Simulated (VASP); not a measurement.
A run of VASP 6.6.1 is set up as follows.

The input INCAR:

```
SYSTEM = ZnIn2Cl4
  PREC = Accurate
  ENCUT = 520
  EDIFF = 1E-6
  ISMEAR = 0
  SIGMA = 0.1
  LREAL = .FALSE.
  LASPH = .TRUE.
  NELM = 60
  ALGO = Normal
  ISIF = 2
  LWAVE = .FALSE.
  LCHARG = .FALSE.
  GGA = PE
  NBANDS = 42
```

KPOINTS

```
regular mesh
0
G
  4 4 4
  0 0 0
```

File POSCAR:

```
ZnIn2Cl4
1.0
    6.2783462981      0.0000000000      0.0000000000
   -2.7760438544      5.6912268418      0.0000000000
   -1.9271794661     -2.7002446333      6.5096385770
Zn In Cl
1 2 4
Direct
    0.9932637710      0.0444318043      0.0009698900
    0.1045236911      0.4452406738      0.6461706332
    0.4561692589      0.7761683475      0.3541113173
    0.0339739843      0.8955108636      0.7072291268
    0.9565408504      0.3921963306      0.9883826296
    0.6131434965      0.7530244488      0.0073239861
    0.3423849476      0.1934275313      0.2958124169
```

Potentials or basis: VASP PAW PBE potentials, release 64 (Zn, In_d, Cl).

Run with:

```console
$ cat potpaw_PBE.64/Zn/POTCAR potpaw_PBE.64/In_d/POTCAR potpaw_PBE.64/Cl/POTCAR > POTCAR
$ mpirun -np 1 vasp_std > vasp.out
```

Task: Predict the pressure.

Result: 0.0 GPa.

Task: Estimate the largest force.

Result: 0.022 eV/Å.

Task: What does it give for the band gap on the k mesh?

Result: 2.34 eV (least direct gap 2.60 eV).

Forces on the atoms (eV/Å):
```
Zn  -0.005 -0.001  0.006
In   0.010  0.006 -0.010
In  -0.005 -0.003  0.015
Cl   0.003 -0.001 -0.018
Cl  -0.007  0.004  0.013
Cl   0.000 -0.006 -0.021
Cl   0.003  0.001  0.015
```

Caveat: spin-orbit coupling is left out, which moves the levels of the heavy elements. A k mesh can miss the band edges.
